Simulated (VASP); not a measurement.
Set up this calculation in VASP 6.6.1, as the native input.

* Task: single point
* Functional: PBEsol
* Potentials or basis: VASP PAW PBE potentials, release 64 (Pb_d, Se)
* Cutoff: 520 eV
* k mesh: 2 × 2 × 2
* Occupations: fermi-dirac, width 0.19 eV
* Spin: no spin polarisation
* Dipole correction: no
* Further INCAR settings: LREAL = Auto; ALGO = Normal; EDIFF = 1e-06; NBANDS = 94

The structure of PbSe lies in POSCAR:

```
PbSe
1.0
    0.0000000000      6.1774044403      6.1774044403
    6.1774044403      0.0000000000      6.1774044403
    6.1774044403      6.1774044403      0.0000000000
Pb Se
8 8
Direct
    0.0160335948     -0.0069017660      0.0089242983
    0.0105265084     -0.0018335371      0.4978666250
   -0.0028652001      0.5193144679     -0.0041141065
   -0.0027664532      0.4907885714      0.5122359286
    0.5166887697     -0.0059216618      0.0040825399
    0.4970301086      0.0043435718      0.4948000458
    0.4991759128      0.4999887137     -0.0114759363
    0.4939263779      0.4970331844      0.4992956232
    0.2333844277      0.2261109846      0.2841984877
    0.2244138316      0.2647532658      0.7565761713
    0.2613114481      0.7249937321      0.2347407417
    0.2424858230      0.7734721024      0.7390196067
    0.7638999592      0.2586275539      0.2130260391
    0.7218709805      0.2629021648      0.7804622551
    0.7494748069      0.7277027178      0.2318902727
    0.7303505127      0.7698026810      0.7558495716
```

The input as run:

INCAR

```
PREC = Accurate
ENCUT = 520
EDIFF = 1E-6
ISMEAR = -1
SIGMA = 0.19
LREAL = Auto
LASPH = T
NELM = 80
ALGO = Normal
ISIF = 2
LWAVE = F
LCHARG = F
GGA = PS
NBANDS = 94
```

KPOINTS

```
regular mesh
0
Gamma
  2 2 2
```

Potentials or basis: VASP PAW PBE potentials, release 64 (Pb_d, Se).

Run with:

```sh
$ cat potpaw_PBE.64/Pb_d/POTCAR potpaw_PBE.64/Se/POTCAR > POTCAR
$ mpirun -np 1 vasp_std > vasp.out
```

Results of the run:

```
Pressure               : -0.9 GPa
Largest force          : 1.401 eV/Å
Band gap on the k mesh : 0.29 eV
```

Caveat: the k points lie up to 0.44 Å⁻¹ apart; the atoms stand as in a frame of molecular dynamics; the PAW data sets were made with another functional, which shifts forces and pressure a little; spin-orbit coupling is left out, which moves the levels of the heavy elements.

Wall time 21 min on 1 thread of Oxide Virtual Turin-like Processor (shared host), peak memory 0.74 GiB.
